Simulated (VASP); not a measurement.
# GaP2 (Pmc2_1) in VASP: notebook

The runs below take GaP2 through single point, with PBE.

All numbers are computed with VASP 6.6.1; they aren't measurements. Logs are shortened: lines on timing, memory, paths and dates and some standing lists are left out, and cuts for length are marked.

### 1 The cell of the first run

The structure is orthorhombic, space group Pmc2_1 (No. 26). The conventional cell has a = 3.242 Å, b = 5.123 Å, c = 7.077 Å, α = 90.00°, β = 90.00°, γ = 90.00°. Within 3.2 Å of Ga (site symmetry m) lie 5 P at 2.42 to 3.19 Å. Within 3.0 Å of P (site symmetry m) lie 2 P at 2.25 Å and 2 Ga at 2.56 Å. Within 3.0 Å of P (site symmetry m) lie 2 P at 2.25 Å and 2 Ga at 2.42 to 2.50 Å.

### 2 Single point, PBE

INCAR reads:

```
PREC = Accurate
ENCUT = 520
EDIFF = 1E-7
ISMEAR = 0
SIGMA = 0.1
LREAL = F
LASPH = T
NELM = 80
ALGO = Normal
ISIF = 2
LWAVE = F
LCHARG = T
GGA = PE
LELF = T
LVHAR = T
NBANDS = 32
```

KPOINTS reads:

```
Automatic mesh
0
Gamma
  6 4 4
```

POSCAR reads:

```
GaP2
1.0
    3.2423365012      0.0000000000      0.0000000000
    0.0000000000      5.1230459719      0.0000000000
    0.0000000000      0.0000000000      7.0770192158
Ga P
2 4
Direct
    0.5000000000      0.2739266883      0.5337413232
    0.5000000000      0.7260733117      0.0337413232
    0.0000000000      0.6606361725      0.5237655925
    0.0000000000      0.3393638275      0.0237655925
    0.5000000000      0.8565688292      0.6932736826
    0.5000000000      0.1434311708      0.1932736826
```

Potentials or basis: VASP PAW PBE potentials, release 64 (Ga_d, P).

Run with:

```
cat potpaw_PBE.64/Ga_d/POTCAR potpaw_PBE.64/P/POTCAR > POTCAR
mpirun -np 1 vasp_std > vasp.out
```

OUTCAR:

```text
PREC = Accurate
   ENCUT = 520
   EDIFF = 1E-7
   ISMEAR = 0
   LREAL = F
   LASPH = T
   NELM = 80
   ISIF = 2
   GGA = PE

 ion  position               nearest neighbor table
   1  0.500  0.274  0.534-   5 2.42   6 2.50   3 2.56   3 2.56
   2  0.500  0.726  0.034-   6 2.42   5 2.50   4 2.56   4 2.56
   3  0.000  0.661  0.524-   5 2.25   5 2.25   1 2.56   1 2.56
   4  0.000  0.339  0.024-   6 2.25   6 2.25   2 2.56   2 2.56
   5  0.500  0.857  0.693-   3 2.25   3 2.25   1 2.42   2 2.50
   6  0.500  0.143  0.193-   4 2.25   4 2.25   2 2.42   1 2.50

  LATTYP: Found a simple orthorhombic cell.
 ALAT       =     3.2423365012
 B/A-ratio  =     1.5800475891
 C/A-ratio  =     2.1826911590

  Lattice vectors:

 A1 = (   3.2423365012,   0.0000000000,   0.0000000000)
 A2 = (   0.0000000000,   5.1230459719,   0.0000000000)
 A3 = (   0.0000000000,   0.0000000000,   7.0770192158)

Analysis of symmetry for initial positions (statically):
=====================================================================
 Subroutine PRICEL returns:
 Original cell was already a primitive cell.

 Routine SETGRP: Setting up the symmetry group for a
 simple orthorhombic supercell.

 Subroutine GETGRP returns: Found  4 space group operations
 (whereof  2 operations were pure point group operations)
 out of a pool of  8 trial point group operations.

The static configuration has the point symmetry C_1h.
 The point group associated with its full space group is C_2v.

Analysis of symmetry for dynamics (positions and initial velocities):
=====================================================================
 Subroutine PRICEL returns:
 Original cell was already a primitive cell.

 Routine SETGRP: Setting up the symmetry group for a
 simple orthorhombic supercell.

 Subroutine GETGRP returns: Found  4 space group operations
 (whereof  2 operations were pure point group operations)
 out of a pool of  8 trial point group operations.

The dynamic configuration has the point symmetry C_1h.
 The point group associated with its full space group is C_2v.

 Subroutine INISYM returns: Found  4 space group operations
 (whereof  2 operations are pure point group operations),
 and found     1 'primitive' translations

----------------------------------------------------------------------------------------

                                     Primitive cell

  volume of cell :     117.5538

  direct lattice vectors                    reciprocal lattice vectors
     3.242336501  0.000000000  0.000000000     0.308419561  0.000000000  0.000000000
     0.000000000  5.123045972  0.000000000     0.000000000  0.195196374  0.000000000
     0.000000000  0.000000000  7.077019216     0.000000000  0.000000000  0.141302428

  length of vectors
     3.242336501  5.123045972  7.077019216     0.308419561  0.195196374  0.141302428

  position of ions in fractional coordinates (direct lattice)
     0.500000000  0.273926688  0.533741323
     0.500000000  0.726073312  0.033741323
     0.000000000  0.660636172  0.523765592
     0.000000000  0.339363828  0.023765592
     0.500000000  0.856568829  0.693273683
     0.500000000  0.143431171  0.193273683

  ion indices of the primitive-cell ions
   primitive index   ion index
                 1           1
                 2           2
                 3           3
                 4           4
                 5           5
                 6           6

----------------------------------------------------------------------------------------

 KPOINTS: Automatic mesh

Automatic generation of k-mesh.
 Grid dimensions read from file:
 generate k-points for:    6    4    4

 Generating k-lattice:

  Cartesian coordinates                     Fractional coordinates (reciprocal lattice)
     0.051403260  0.000000000  0.000000000     0.166666667  0.000000000  0.000000000
     0.000000000  0.048799094  0.000000000     0.000000000  0.250000000  0.000000000
     0.000000000  0.000000000  0.035325607     0.000000000  0.000000000  0.250000000

  Length of vectors
     0.051403260  0.048799094  0.035325607

  Shift w.r.t. Gamma in fractional coordinates (k-lattice)
     0.000000000  0.000000000  0.000000000

 Subroutine IBZKPT returns following result:
 ===========================================

 Found     36 irreducible k-points:

 Following reciprocal coordinates:
            Coordinates               Weight
  0.000000  0.000000  0.000000      1.000000
  0.166667  0.000000  0.000000      2.000000
  0.333333  0.000000  0.000000      2.000000
  0.500000  0.000000  0.000000      1.000000
  0.000000  0.250000  0.000000      2.000000
  0.166667  0.250000  0.000000      4.000000
[... 16 lines left out ...]
  0.333333  0.500000  0.250000      4.000000
  0.500000  0.500000  0.250000      2.000000
 [... further k-points ...]
   k-points           NKPTS =     36   k-points in BZ     NKDIM =     36   number of bands    NBANDS=     32
   number of dos      NEDOS =    301   number of ions     NIONS =      6
   total plane-waves  NPLWV =  51840
   dimension x,y,z NGX =    24 NGY =   40 NGZ =   54
   dimension x,y,z NGXF=    48 NGYF=   80 NGZF=  108
   ions per type =               2   4
   NGX,Y,Z   is equivalent  to a cutoff of  12.31, 12.98, 12.69 a.u.
   NGXF,Y,Z  is equivalent  to a cutoff of  24.61, 25.96, 25.37 a.u.
 SYSTEM =  unknown system
   PREC   = accura    normal or accurate (medium, high low for compatibility)
   ISTART =      0    job   : 0-new  1-cont  2-samecut
   ICHARG =      2    charge: 1-file 2-atom 10-const
   ISPIN  =      1    spin polarized calculation?
   LNONCOLLINEAR =      F non collinear calculations
   LSORBIT =      F    spin-orbit coupling
   LASPH  =      T    aspherical Exc in radial PAW
   ENCUT  =  520.0 eV  38.22 Ry    6.18 a.u.   6.03  9.53 13.16*2*pi/ulx,y,z
   NELM   =     80;   NELMIN=  2; NELMDL= -5     # of ELM steps
   EDIFF  = 0.1E-06   stopping-criterion for ELM
   LREAL  =      F    real-space projection
   EDIFFG = 0.1E-05   stopping-criterion for IOM
   NSW    =      0    number of steps for IOM
   IBRION =     -1    ionic relax: 0-MD 1-quasi-New 2-CG
   NFREE  =      0    steps in history (QN), initial steepest desc. (CG)
   ISIF   =      2    stress and relaxation
   ISYM   =      2    0-nonsym 1-usesym 2-fastsym
   POTIM  = 0.5000    time-step for ionic-motion
   TEBEG  =    0.0;   TEEND  =   0.0 temperature during run
   PSTRESS=    0.0 pullay stress
   NELECT =      46.0000    total number of electrons
   NUPDOWN=      -1.0000    fix difference up-down
   EMIN   =  10.00;   EMAX   =-10.00  energy-range for DOS
   EFERMI =   0.00;   METHOD = LEGACY
   ISMEAR =     0;   SIGMA  =   0.10  broadening in eV -4-tet -1-fermi 0-gaus
   EFERMI_NEDOS =   21; number of points for ismear=-14 and -15
   IALGO  =     38    algorithm
   IMIX   =      4    mixing-type and parameters
     AMIX     =   0.40;   BMIX     =  1.00
     AMIX_MAG =   1.60;   BMIX_MAG =  1.00
  volume/ion in A,a.u.               =      19.59       132.22
  Fermi-wavevector in a.u.,A,eV,Ry     =   1.197426  2.262806 19.508415  1.433828
  Thomas-Fermi vector in A             =   2.333341
   LORBIT       =      0    0 simple, 1 ext, 2 COOP (PROOUT), +10 PAW based schemes
   GGA     = PE    functional components
   LHFCALC =     F    Hartree Fock is set to
   AEXX    =    0.0000 exact exchange contribution
   IVDW    =     0    specifies the selected vdW correction
   LEPSILON=     F    determine dielectric tensor
   LRPA    =     F    only Hartree local field effects (RPA)
 non-spin polarized calculation
 Gauss-broadening in eV      SIGMA  =   0.10
  energy-cutoff  :      520.00
  volume of cell :      117.55
 maximum number of plane-waves:      3188
   NGX = 13   NGY = 19   NGZ = 27

 number of electron      46.0000033 magnetization

 Free energy of the ion-electron system (eV)
  ---------------------------------------------------
  ext. energy  EPLUGINS =         0.00000000
  ---------------------------------------------------
  free energy    TOTEN  =       -26.81160193 eV

  energy without entropy =      -26.80460436  energy(sigma->0) =      -26.80810315

 E-fermi :   5.9619     XC(G=0): -10.0257

 val. band max:        5.8948094883   @ k =   0.3333   0.5000   0.5000
 cond. band min:       5.9824595487   @ k =   0.3333   0.5000   0.2500
 fundamental gap:      0.0876500604
 Fermi energy:         5.9618837312

 k-point     1 :       0.0000    0.0000    0.0000
  band No.  band energies     occupation
      1      -9.4513      2.00000
      2      -9.3969      2.00000
      3      -9.3317      2.00000
      4      -9.3215      2.00000
      5      -9.2422      2.00000
      6      -9.2381      2.00000
[... 24 lines left out ...]
     31      11.5412      0.00000
     32      11.8225      0.00000

 k-point     2 :       0.1667    0.0000    0.0000
  band No.  band energies     occupation
      1      -9.4133      2.00000
      2      -9.3577      2.00000
      3      -9.3065      2.00000
      4      -9.3038      2.00000
      5      -9.2584      2.00000
      6      -9.2573      2.00000
[... 24 lines left out ...]
     31      10.2088      0.00000
     32      10.8903      0.00000

 k-point     3 :       0.3333    0.0000    0.0000
  band No.  band energies     occupation
      1      -9.3548      2.00000
      2      -9.3126      2.00000
      3      -9.2993      2.00000
      4      -9.2925      2.00000
      5      -9.2716      2.00000
      6      -9.2591      2.00000
[... 24 lines left out ...]
     31      11.0901      0.00000
     32      11.2107      0.00000

 k-point     4 :       0.5000    0.0000    0.0000
  band No.  band energies     occupation
      1      -9.3281      2.00000
      2      -9.3271      2.00000
      3      -9.3224      2.00000
      4      -9.2755      2.00000
      5      -9.2719      2.00000
      6      -9.2618      2.00000
[... 654 lines left out ...]
     31      11.2203      0.00000
     32      11.3934      0.00000

 k-point    23 :       0.3333    0.5000    0.2500
  band No.  band energies     occupation
      1      -9.3314      2.00000
      2      -9.3281      2.00000
      3      -9.3070      2.00000
      4      -9.2827      2.00000
      5      -9.2552      2.00000
      6      -9.2540      2.00000
[... 24 lines left out ...]
     31      11.0383      0.00000
     32      11.2144      0.00000

 k-point    24 :       0.5000    0.5000    0.2500
  band No.  band energies     occupation
      1      -9.3447      2.00000
      2      -9.3433      2.00000
      3      -9.3015      2.00000
      4      -9.2786      2.00000
      5      -9.2667      2.00000
      6      -9.2657      2.00000
[... 24 lines left out ...]
     31      10.1697      0.00000
     32      10.3856      0.00000

 [... further k-points ...]

------------------------ aborting loop because EDIFF is reached ----------------------------------------

  FORCE on cell =-STRESS in cart. coord.  units (eV):
  Direction    XX          YY          ZZ          XY          YZ          ZX
  --------------------------------------------------------------------------------------
  -------------------------------------------------------------------------------------
  Total       -0.5148400      0.6754672      0.2418044      0.0000000      0.0000000      0.0000000
  in kB       -7.0169141      9.2061524      3.2956274      0.0000000      0.0000000      0.0000000
  external PRESSURE =       1.8282886 kB  Pullay stress =       0.0000000 kB

 VOLUME and BASIS-vectors are now :
 -----------------------------------------------------------------------------
  energy-cutoff  :      520.00
  volume of cell :      117.55
      direct lattice vectors                 reciprocal lattice vectors
     3.242336501  0.000000000  0.000000000     0.308419561  0.000000000  0.000000000
     0.000000000  5.123045972  0.000000000     0.000000000  0.195196374  0.000000000
     0.000000000  0.000000000  7.077019216     0.000000000  0.000000000  0.141302428

 POSITION                                       TOTAL-FORCE (eV/Angst)
 -----------------------------------------------------------------------------------
      1.62117      1.40334      3.77730         0.000000     -0.019173      0.007724
      1.62117      3.71971      0.23879         0.000000      0.019173      0.007724
      0.00000      3.38447      3.70670         0.000000      0.110007      0.080386
      0.00000      1.73858      0.16819         0.000000     -0.110007      0.080386
      1.62117      4.38824      4.90631         0.000000     -0.044976     -0.088109
      1.62117      0.73480      1.36780         0.000000      0.044976     -0.088109
 -----------------------------------------------------------------------------------
    total drift:                                0.000000      0.000000     -0.000946

  FREE ENERGIE OF THE ION-ELECTRON SYSTEM (eV)
  ---------------------------------------------------
  free  energy   TOTEN  =       -26.8116019297 eV

  energy  without entropy=      -26.8046043614  energy(sigma->0) =      -26.80810315
```

It took 54 s on 1 thread of Intel Xeon 6975P-C (Granite Rapids), shared host; peak memory 0.27 GiB.

What came out:

```yaml
Free_energy: -26.8116 eV
Pressure: 0.2 GPa
Largest_force: 0.136 eV/Å
Band_gap_on_the_k_mesh: zero (band 23 reaches 7.26 eV, above the bottom of band 24 at 4.30 eV)
```

Forces in eV/Å, atoms in the order of the input:
```
Ga   0.000 -0.019  0.008
Ga   0.000  0.019  0.008
P    0.000  0.110  0.080
P    0.000 -0.110  0.080
P    0.000 -0.045 -0.088
P    0.000  0.045 -0.088
```

[end of part 1 of 2]
